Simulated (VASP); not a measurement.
# NbTe: single point with PBEsol-based screened hybrid with 25 % exact exchange

The system is NbTe.

```
Te Nb
1.0
     3.64824    0.00000    0.00000
    -1.82412    3.15946    0.00000
     0.00000    0.00000    3.58920
Te Nb
1 1
Direct
  0.66667 0.33333 0.00000
  0.00000 0.00000 0.50000
```

```yaml
Program: VASP 6.6.1
Task: single point
Functional: PBEsol-based screened hybrid with 25 % exact exchange
Potentials_or_basis: VASP PAW PBE potentials, release 64 (Te, Nb_sv)
Cutoff: 520 eV
k_mesh: 4 × 4 × 4
Occupations: fermi-dirac, width 0.05 eV
Spin: no spin polarisation
Dipole_correction: no
Grid_for_exact_exchange_PRECFOCK: Normal
Share_of_exact_exchange: 0.25
Further_INCAR_settings: ALGO = Normal; EDIFF = 1e-07; NBANDS = 16
Screening_parameter: 0.207 1/Å
```

| Quantity | Value |
| --- | --- |
| Pressure | -0.6 GPa |
| Band gap on the k mesh | zero (an odd number of electrons rules out a gap without spin polarisation) |

Stress tensor (GPa, compression positive):
```
-0.49  0.00  0.00
 0.00 -0.49  0.00
 0.00  0.00 -0.69
```

Levels at points of the mesh, in eV from the Fermi level:
| k point | band 5 | band 6 | band 7 | band 8 | band 9 | band 10 | band 11 | band 12 | band 13 | band 14 |
| --- | --- | --- | --- | --- | --- | --- | --- | --- | --- | --- |
| (0.00, 0.00, 0.00) | -16.23 | -4.00 | -4.00 | -3.66 | -2.59 | 0.37 | 0.37 | 3.06 | 3.06 | 3.47 |
| (0.50, 0.00, 0.00) | -14.19 | -8.56 | -4.51 | -3.29 | -3.18 | -0.11 | 1.68 | 2.09 | 3.79 | 4.54 |
| (0.00, 0.00, 0.50) | -14.45 | -8.93 | -3.27 | -3.27 | -1.32 | -1.32 | 1.31 | 2.05 | 2.05 | 5.90 |
| (0.50, 0.00, 0.50) | -13.76 | -7.13 | -6.94 | -5.20 | -1.81 | 1.58 | 2.04 | 2.39 | 3.60 | 5.27 |

Wall time 39 min on 1 thread of Intel Xeon 8259CL, on a shared host, peak memory 0.29 GiB.

Caveat: the k points lie up to 0.50 Å⁻¹ apart, too coarse for converged energies and pressures of a metal; the PAW data sets were made with another functional, which shifts forces and pressure a little; spin-orbit coupling is left out, which moves the levels of the heavy elements.
